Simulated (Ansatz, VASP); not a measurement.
This is a calculation of TaN for VASP 6.6.1.

INCAR

```
PREC     = Accurate       # precision mode
ENCUT    = 520            # plane-wave cutoff, eV
EDIFF    = 1E-6           # SCF threshold, eV
ISMEAR   = -1             # smearing method
SIGMA    = 0.04           # smearing width, eV
LREAL    = False          # projectors in reciprocal space
LASPH    = True           # aspherical terms in the spheres
NELM     = 60             # most SCF steps
ALGO     = Normal         # electronic algorithm
ISIF     = 2              # what is computed and relaxed
LWAVE    = False          # write WAVECAR
LCHARG   = True           # write CHGCAR
GGA      = PE             # functional
LELF     = True           # ELF
LVHAR    = True         
NBANDS   = 15             # bands
```

The input KPOINTS:

```
Automatic mesh
0
Gamma
  4 4 4
```

The input POSCAR:

```
TaN
1.0
    2.9380000000      0.0000000000      0.0000000000
   -1.4690000000      2.5443826363      0.0000000000
    0.0000000000      0.0000000000      2.8830000000
Ta N
1 1
Direct
    0.0000000000      0.0000000000      0.5000000000
    0.6666666667      0.3333333333      0.0000000000
```

Potentials or basis: VASP PAW PBE potentials, release 64 (Ta_pv, N).

Run with:

```sh
$ cat potpaw_PBE.64/Ta_pv/POTCAR potpaw_PBE.64/N/POTCAR > POTCAR
$ mpirun -np 1 vasp_std > vasp.out
```

Task: Set up the same calculation for Ansatz 0.2.0. Potentials there: all-electron LAPW, scalar-relativistic.

Result: As run (the cutoff follows the program's own potentials):

input.yaml

```yaml
crystal:
  lattice:
    - [2.938, 0.0, 0.0]
    - [-1.469, 2.5443826363, 0.0]
    - [0.0, 0.0, 2.883]
  atoms:
    - { symbol: Ta, position: [0.0, 0.0, 0.5] }
    - { symbol: "N", position: [0.6666666667, 0.3333333333, 0.0] }
kpoints:
  mp_grid: { grid: [4, 4, 4] }
scf:
  occupations: { method: fermi_dirac, width: 0.04 }
hamiltonian:
  xc: pbe
  pseudopotentials: { kind: all_electron, lapw: { basis_error: 0.003 } }
output:
  forces: true
  stress: true
  eigenvalues: true
```

Potentials or basis: all-electron LAPW, scalar-relativistic.

Launch:

```sh
$ ansatz run input.yaml --threads 1 --pin off --max-ram 2560MiB --backend cpu --events-out ev --progress --plain --runs-dir out
```

Both were run:

|  | VASP | Ansatz | Ansatz less VASP |
| --- | --- | --- | --- |
| gap on the k mesh at the Fermi level (eV) | none | none | - |
| pressure (GPa) | 6.1 | 5.5 | -0.56 |
| traceless stress, the component that is largest in VASP (GPa) | -0.20 | -0.30 | -0.096 |

A gap of «none» marks a metal or a gap that the smearing closes. Ansatz ran all-electron here, and VASP with PAW potentials.

The k mesh is coarse, so the values compare programs but aren't converged. Spin-orbit coupling is off throughout.
